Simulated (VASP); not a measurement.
Here is a VASP 6.6.1 calculation.

INCAR

```
SYSTEM = Te
PREC = Accurate
ENCUT = 520
EDIFF = 1E-6
ISMEAR = -1
SIGMA = 0.05
LREAL = .False.
LASPH = .True.
NELM = 80
ALGO = Normal
ISIF = 2
LWAVE = .False.
LCHARG = .False.
GGA = PE
NBANDS = 9
```

File KPOINTS:

```
Automatic mesh
0
Gamma
  9 9 9
  0 0 0
```

File POSCAR:

```
Te
1.0
    2.2747396529      1.3133215509      1.6681001767
   -2.2747396529      1.3133215509      1.6681001767
    0.0000000000     -2.6266431019      1.6681001767
Te
1
Direct
    0.5000000000      0.5000000000      0.5000000000
```

Potentials or basis: VASP PAW PBE potentials, release 64 (Te).

Launch:

```console
$ cat potpaw_PBE.64/Te/POTCAR > POTCAR
$ mpirun -np 1 vasp_std > vasp.out
```

(1) What does it give for the pressure?

(2) What does it give for the band gap on the k mesh?

Results:

(1) 5.3 GPa.

(2) zero (bands 3 and 4 overlap by 5.17 eV).

Caveat: the cell stands under pressure; spin-orbit coupling is left out, which moves the levels of the heavy elements.
